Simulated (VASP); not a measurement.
# CuSn3 (P-6m2) in VASP: single point with PBE

Aim: the single point of CuSn3 with PBE.

Program: VASP 6.6.1. These are calculated values, not measurements. Logs are shortened: lines on timing, memory, paths and dates and some standing lists are left out, and cuts for length are marked.

## Step 1: The cell of the first run

Symmetry: P-6m2, No. 187, hexagonal system. The conventional cell has a = 3.109 Å, b = 3.109 Å, c = 11.589 Å, α = 90.00°, β = 90.00°, γ = 120.00°. Within 4.1 Å of Cu (site symmetry -6m2) lie 6 Cu at 3.11 Å and 6 Sn at 3.41 Å. Within 4.1 Å of Sn (site symmetry -6m2) lie 12 Sn at 3.11 to 3.41 Å. Sn (site symmetry 3m) has 9 Sn at 3.11 to 3.41 Å and 3 Cu at 3.41 Å within 4.1 Å.

## Step 2: Single point, PBE

The input, INCAR:

```
SYSTEM = CuSn3
ALGO = Normal
EDIFF = 1E-6
ENCUT = 520
GGA = PE
ISIF = 2
ISMEAR = 0
LASPH = .True.
LCHARG = .False.
LREAL = .False.
LWAVE = .False.
NBANDS = 34
NELM = 60
PREC = Accurate
SIGMA = 0.1
```

The input, KPOINTS:

```
k-points
0
Gamma
  6 6 2
  0 0 0
```

The input, POSCAR:

```
CuSn3
1.0
    3.1086682700      0.0000000000      0.0000000000
   -1.5543341400      2.6921856900      0.0000000000
    0.0000000000      0.0000000000     11.5891013400
Cu Sn
1 3
Direct
    0.3333333300      0.6666666700      0.0000000000
    0.3333333300      0.6666666700      0.5000000000
    0.6666666700      0.3333333300      0.2500000000
    0.6666666700      0.3333333300      0.7500000000
```

Potentials or basis: VASP PAW PBE potentials, release 64 (Cu, Sn_d).

On the command line:

```
$ cat potpaw_PBE.64/Cu/POTCAR potpaw_PBE.64/Sn_d/POTCAR > POTCAR
$ mpirun -np 1 vasp_std > vasp.out
```

OUTCAR:

```text
SYSTEM = CuSn3
   EDIFF = 1E-6
   ENCUT = 520
   GGA = PE
   ISIF = 2
   ISMEAR = 0
   LASPH = .True.
   LREAL = .False.
   NELM = 60
   PREC = Accurate

 ion  position               nearest neighbor table
   1  0.333  0.667  0.000-
   2  0.333  0.667  0.500-   3 3.41   4 3.41   3 3.41   4 3.41   3 3.41   4 3.41
   3  0.667  0.333  0.250-   2 3.41   2 3.41   2 3.41
   4  0.667  0.333  0.750-   2 3.41   2 3.41   2 3.41

  LATTYP: Found a hexagonal cell.
 ALAT       =     3.1086682700
 C/A-ratio  =     3.7279955059

  Lattice vectors:

 A1 = (   3.1086682700,   0.0000000000,   0.0000000000)
 A2 = (  -1.5543341400,   2.6921856900,   0.0000000000)
 A3 = (   0.0000000000,   0.0000000000,  11.5891013400)

Analysis of symmetry for initial positions (statically):
=====================================================================
 Subroutine PRICEL returns:
 Original cell was already a primitive cell.

 Routine SETGRP: Setting up the symmetry group for a
 hexagonal supercell.

 Subroutine GETGRP returns: Found 12 space group operations
 (whereof 12 operations were pure point group operations)
 out of a pool of 24 trial point group operations.

The static configuration has the point symmetry D_3h.

Analysis of symmetry for dynamics (positions and initial velocities):
=====================================================================
 Subroutine PRICEL returns:
 Original cell was already a primitive cell.

 Routine SETGRP: Setting up the symmetry group for a
 hexagonal supercell.

 Subroutine GETGRP returns: Found 12 space group operations
 (whereof 12 operations were pure point group operations)
 out of a pool of 24 trial point group operations.

The dynamic configuration has the point symmetry D_3h.

 Subroutine INISYM returns: Found 12 space group operations
 (whereof 12 operations are pure point group operations),
 and found     1 'primitive' translations

----------------------------------------------------------------------------------------

                                     Primitive cell

  volume of cell :      96.9905

  direct lattice vectors                    reciprocal lattice vectors
     3.108668270  0.000000000  0.000000000     0.321681155  0.185722702  0.000000000
    -1.554334140  2.692185690  0.000000000     0.000000000  0.371445404  0.000000000
     0.000000000  0.000000000 11.589101340     0.000000000  0.000000000  0.086287968

  length of vectors
     3.108668270  3.108668269 11.589101340     0.371445403  0.371445404  0.086287968

  position of ions in fractional coordinates (direct lattice)
     0.333333330  0.666666670  0.000000000
     0.333333330  0.666666670  0.500000000
     0.666666670  0.333333330  0.250000000
     0.666666670  0.333333330  0.750000000

  ion indices of the primitive-cell ions
   primitive index   ion index
                 1           1
                 2           2
                 3           3
                 4           4

----------------------------------------------------------------------------------------

 KPOINTS: k-points

Automatic generation of k-mesh.
 Grid dimensions read from file:
 generate k-points for:    6    6    2

 Generating k-lattice:

  Cartesian coordinates                     Fractional coordinates (reciprocal lattice)
     0.053613526  0.030953784  0.000000000     0.166666667  0.000000000  0.000000000
     0.000000000  0.061907567  0.000000000     0.000000000  0.166666667  0.000000000
     0.000000000  0.000000000  0.043143984     0.000000000  0.000000000  0.500000000

  Length of vectors
     0.061907567  0.061907567  0.043143984

  Shift w.r.t. Gamma in fractional coordinates (k-lattice)
     0.000000000  0.000000000  0.000000000

 Subroutine IBZKPT returns following result:
 ===========================================

 Found     14 irreducible k-points:

 Following reciprocal coordinates:
            Coordinates               Weight
  0.000000  0.000000  0.000000      1.000000
  0.166667 -0.000000  0.000000      6.000000
  0.333333 -0.000000  0.000000      6.000000
  0.500000 -0.000000  0.000000      3.000000
  0.166667  0.166667  0.000000      6.000000
  0.333333  0.166667  0.000000     12.000000
  0.333333  0.333333  0.000000      2.000000
  0.000000  0.000000  0.500000      1.000000
  0.166667 -0.000000  0.500000      6.000000
  0.333333 -0.000000  0.500000      6.000000
  0.500000 -0.000000  0.500000      3.000000
  0.166667  0.166667  0.500000      6.000000
  0.333333  0.166667  0.500000     12.000000
  0.333333  0.333333  0.500000      2.000000
   k-points           NKPTS =     14   k-points in BZ     NKDIM =     14   number of bands    NBANDS=     34
   number of dos      NEDOS =    301   number of ions     NIONS =      4
   total plane-waves  NPLWV =  51840
   dimension x,y,z NGX =    24 NGY =   24 NGZ =   90
   dimension x,y,z NGXF=    48 NGYF=   48 NGZF=  180
   ions per type =               1   3
   NGX,Y,Z   is equivalent  to a cutoff of  12.83, 12.83, 12.91 a.u.
   NGXF,Y,Z  is equivalent  to a cutoff of  25.67, 25.67, 25.82 a.u.
 SYSTEM =  CuSn3
   PREC   = accura    normal or accurate (medium, high low for compatibility)
   ISTART =      0    job   : 0-new  1-cont  2-samecut
   ICHARG =      2    charge: 1-file 2-atom 10-const
   ISPIN  =      1    spin polarized calculation?
   LNONCOLLINEAR =      F non collinear calculations
   LSORBIT =      F    spin-orbit coupling
   LASPH  =      T    aspherical Exc in radial PAW
   ENCUT  =  520.0 eV  38.22 Ry    6.18 a.u.   5.78  5.78 21.55*2*pi/ulx,y,z
   NELM   =     60;   NELMIN=  2; NELMDL= -5     # of ELM steps
   EDIFF  = 0.1E-05   stopping-criterion for ELM
   LREAL  =      F    real-space projection
   EDIFFG = 0.1E-04   stopping-criterion for IOM
   NSW    =      0    number of steps for IOM
   IBRION =     -1    ionic relax: 0-MD 1-quasi-New 2-CG
   NFREE  =      0    steps in history (QN), initial steepest desc. (CG)
   ISIF   =      2    stress and relaxation
   ISYM   =      2    0-nonsym 1-usesym 2-fastsym
   POTIM  = 0.5000    time-step for ionic-motion
   TEBEG  =    0.0;   TEEND  =   0.0 temperature during run
   PSTRESS=    0.0 pullay stress
   NELECT =      53.0000    total number of electrons
   NUPDOWN=      -1.0000    fix difference up-down
   EMIN   =  10.00;   EMAX   =-10.00  energy-range for DOS
   EFERMI =   0.00;   METHOD = LEGACY
   ISMEAR =     0;   SIGMA  =   0.10  broadening in eV -4-tet -1-fermi 0-gaus
   EFERMI_NEDOS =   21; number of points for ismear=-14 and -15
   IALGO  =     38    algorithm
   IMIX   =      4    mixing-type and parameters
     AMIX     =   0.40;   BMIX     =  1.00
     AMIX_MAG =   1.60;   BMIX_MAG =  1.00
  volume/ion in A,a.u.               =      24.25       163.63
  Fermi-wavevector in a.u.,A,eV,Ry     =   1.338414  2.529235 24.372817  1.791351
  Thomas-Fermi vector in A             =   2.466886
   LORBIT       =      0    0 simple, 1 ext, 2 COOP (PROOUT), +10 PAW based schemes
   GGA     = PE    functional components
   LHFCALC =     F    Hartree Fock is set to
   AEXX    =    0.0000 exact exchange contribution
   IVDW    =     0    specifies the selected vdW correction
   LEPSILON=     F    determine dielectric tensor
   LRPA    =     F    only Hartree local field effects (RPA)
 non-spin polarized calculation
 Gauss-broadening in eV      SIGMA  =   0.10
  energy-cutoff  :      520.00
  volume of cell :       96.99
 maximum number of plane-waves:      2628
 NGX is ok and might be reduce to    24
   NGX = 11   NGY = 11   NGZ = 43

 number of electron      52.9999980 magnetization

 Free energy of the ion-electron system (eV)
  ---------------------------------------------------
  ext. energy  EPLUGINS =         0.00000000
  ---------------------------------------------------
  free energy    TOTEN  =       -13.78395580 eV

  energy without entropy =      -13.77074144  energy(sigma->0) =      -13.77734862

 E-fermi :   7.5409     XC(G=0): -10.4630

 val. band max:        7.4650066816   @ k =   0.1667   0.1667   0.5000
 cond. band min:       7.5537324834   @ k =   0.3333   0.1667   0.0000
 fundamental gap:      0.0887258018
 Fermi energy:         7.5408824867

 k-point     1 :       0.0000    0.0000    0.0000
  band No.  band energies     occupation
      1     -14.2687      2.00000
      2     -14.2672      2.00000
      3     -14.2672      2.00000
      4     -14.0642      2.00000
      5     -14.0642      2.00000
      6     -14.0515      2.00000
[... 26 lines left out ...]
     33      17.3087      0.00000
     34      17.3087      0.00000

 k-point     2 :       0.1667   -0.0000    0.0000
  band No.  band energies     occupation
      1     -14.2961      2.00000
      2     -14.2107      2.00000
      3     -14.1965      2.00000
      4     -14.1070      2.00000
      5     -14.0680      2.00000
      6     -14.0607      2.00000
[... 26 lines left out ...]
     33      15.6383      0.00000
     34      16.1632      0.00000

 k-point     3 :       0.3333   -0.0000    0.0000
  band No.  band energies     occupation
      1     -14.3538      2.00000
      2     -14.1842      2.00000
      3     -14.1236      2.00000
      4     -14.1147      2.00000
      5     -14.0979      2.00000
      6     -14.0865      2.00000
[... 26 lines left out ...]
     33      13.2123      0.00000
     34      13.2573      0.00000
[... 334 lines left out ...]
 k-point    13 :       0.3333    0.1667    0.5000
  band No.  band energies     occupation
      1     -14.2982      2.00000
      2     -14.2015      2.00000
      3     -14.1204      2.00000
      4     -14.1069      2.00000
      5     -14.0584      2.00000
      6     -14.0569      2.00000
[... 26 lines left out ...]
     33      10.4592      0.00000
     34      12.8266      0.00000

 k-point    14 :       0.3333    0.3333    0.5000
  band No.  band energies     occupation
      1     -14.1739      2.00000
      2     -14.1727      2.00000
      3     -14.1468      2.00000
      4     -14.1422      2.00000
      5     -14.0905      2.00000
      6     -13.9417      2.00000
[... 26 lines left out ...]
     33      11.2704      0.00000
     34      11.6242      0.00000

------------------------ aborting loop because EDIFF is reached ----------------------------------------

  FORCE on cell =-STRESS in cart. coord.  units (eV):
  Direction    XX          YY          ZZ          XY          YZ          ZX
  --------------------------------------------------------------------------------------
  -------------------------------------------------------------------------------------
  Total        2.2920618      2.2920618     -0.4918761     -0.0000000      0.0000000      0.0000000
  in kB       37.8623659     37.8623658     -8.1252578     -0.0000001      0.0000000      0.0000000
  external PRESSURE =      22.5331580 kB  Pullay stress =       0.0000000 kB

 VOLUME and BASIS-vectors are now :
 -----------------------------------------------------------------------------
  energy-cutoff  :      520.00
  volume of cell :       96.99
      direct lattice vectors                 reciprocal lattice vectors
     3.108668270  0.000000000  0.000000000     0.321681155  0.185722702  0.000000000
    -1.554334140  2.692185690  0.000000000     0.000000000  0.371445404  0.000000000
     0.000000000  0.000000000 11.589101340     0.000000000  0.000000000  0.086287968

 POSITION                                       TOTAL-FORCE (eV/Angst)
 -----------------------------------------------------------------------------------
     -0.00000      1.79479      0.00000        -0.000000      0.000000      0.000000
     -0.00000      1.79479      5.79455         0.000000      0.000000      0.000000
      1.55433      0.89740      2.89728         0.000000     -0.000000     -1.028411
      1.55433      0.89740      8.69183        -0.000000      0.000000      1.028411
 -----------------------------------------------------------------------------------
    total drift:                               -0.000004      0.000002      0.000000

  FREE ENERGIE OF THE ION-ELECTRON SYSTEM (eV)
  ---------------------------------------------------
  free  energy   TOTEN  =       -13.7839558028 eV

  energy  without entropy=      -13.7707414421  energy(sigma->0) =      -13.77734862
```

It took 96 s on 1 thread of AMD EPYC, shared host; peak memory 0.19 GiB.

Results:

- Free energy: -13.7840 eV
- Pressure: 2.3 GPa
- Largest force: 1.028 eV/Å

Forces in eV/Å, atoms in the order of the input:
```
Cu   0.000  0.000  0.000
Sn   0.000  0.000  0.000
Sn   0.000  0.000 -1.028
Sn   0.000  0.000  1.028
```

Levels at points of the mesh, in eV from the Fermi level:
| k point | band 22 | band 23 | band 24 | band 25 | band 26 | band 27 | band 28 | band 29 | band 30 | band 31 |
| --- | --- | --- | --- | --- | --- | --- | --- | --- | --- | --- |
| (0.00, 0.00, 0.00) | -1.81 | -1.81 | -1.53 | -1.53 | 1.04 | 1.15 | 7.68 | 8.54 | 8.54 | 9.38 |
| (0.50, 0.00, 0.00) | -2.32 | -2.09 | -1.63 | -1.54 | -1.30 | 0.28 | 0.67 | 1.76 | 2.08 | 3.77 |
| (0.00, 0.00, 0.50) | -1.81 | -1.81 | -1.53 | -1.53 | -1.38 | 4.04 | 5.41 | 8.55 | 8.55 | 9.35 |
| (0.50, 0.00, 0.50) | -2.39 | -1.91 | -1.73 | -1.63 | -1.30 | -0.31 | 0.89 | 2.47 | 2.80 | 3.64 |

Caveat: the k points lie up to 0.39 Å⁻¹ apart; spin-orbit coupling is left out, which moves the levels of the heavy elements; forces of over 1 eV/Å act on the atoms, so gaps and moduli don't describe the material at rest.
